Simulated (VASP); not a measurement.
**MgO: single point with PBE**

Crystal: MgO.

```
Mg O
1.0
     0.00000    0.00000    4.06997
    -6.00400    0.00000    0.00000
     3.00200   -7.04899   -2.03498
Mg O
8 8
Direct
  0.07078 0.40450 0.14155
  0.92922 0.59550 0.85845
  0.42922 0.26295 0.85845
  0.57078 0.73705 0.14155
  0.69008 0.35379 0.38015
  0.30992 0.64621 0.61985
  0.80992 0.97363 0.61985
  0.19008 0.02637 0.38015
  0.19016 0.35466 0.38032
  0.80984 0.64534 0.61968
  0.30984 0.97434 0.61968
  0.69016 0.02566 0.38032
  0.57077 0.40069 0.14153
  0.42923 0.59931 0.85847
  0.92923 0.25916 0.85847
  0.07077 0.74084 0.14153
```

```yaml
Program: VASP 6.6.1
Task: single point
Functional: PBE
Potentials_or_basis: VASP PAW PBE potentials, release 64 (Mg, O)
Cutoff: 520 eV
k_mesh: 6 × 6 × 6
Occupations: gaussian, width 0.05 eV
Spin: no spin polarisation
Dipole_correction: no
Further_INCAR_settings: LREAL = Auto; ALGO = Normal; EDIFF = 1e-06; NBANDS = 46
```

- Pressure: 13.5 GPa
- Largest force: 0.227 eV/Å
- Band gap on the k mesh: 3.42 eV

Forces on the atoms (eV/Å):
```
Mg   0.150 -0.011  0.000
Mg  -0.150  0.011  0.000
Mg   0.150  0.011  0.000
Mg  -0.150 -0.011  0.000
Mg  -0.002  0.010  0.000
Mg   0.002 -0.010  0.000
Mg  -0.002 -0.010  0.000
Mg   0.002  0.010  0.000
O    0.013 -0.009  0.000
O   -0.013  0.009  0.000
O    0.013  0.009  0.000
O   -0.013 -0.009  0.000
O    0.226 -0.023  0.000
O   -0.226  0.023  0.000
O    0.226  0.023  0.000
O   -0.226 -0.023  0.000
```

Stress tensor (GPa, compression positive):
```
11.94  0.00  0.00
 0.00 13.63  0.00
 0.00  0.00 14.91
```

Levels at points of the mesh, in eV from the valence-band top:
| k point | band 29 | band 30 | band 31 | band 32 | band 33 | band 34 | band 35 | band 36 |
| --- | --- | --- | --- | --- | --- | --- | --- | --- |
| (0.00, 0.00, 0.00) | -0.60 | -0.59 | -0.57 | 0.00 | 3.42 | 6.62 | 7.19 | 7.78 |
| (0.50, 0.00, 0.00) | -0.57 | -0.57 | -0.44 | -0.44 | 6.26 | 6.26 | 7.45 | 7.45 |
| (0.00, 0.50, 0.00) | -0.55 | -0.54 | -0.49 | -0.46 | 5.15 | 5.95 | 6.70 | 7.77 |
| (0.50, 0.50, 0.00) | -0.71 | -0.71 | -0.54 | -0.54 | 6.19 | 6.19 | 7.46 | 7.46 |
| (0.00, 0.00, 0.50) | -0.61 | -0.54 | -0.44 | -0.37 | 4.55 | 5.25 | 7.28 | 8.15 |

It took 7.5 min on 1 thread of Intel(R) Xeon(R) Platinum 8488C (Sapphire Rapids), with other jobs on the host, peak memory 0.41 GiB.

Caveat: the cell stands under pressure. A k mesh can miss the band edges.
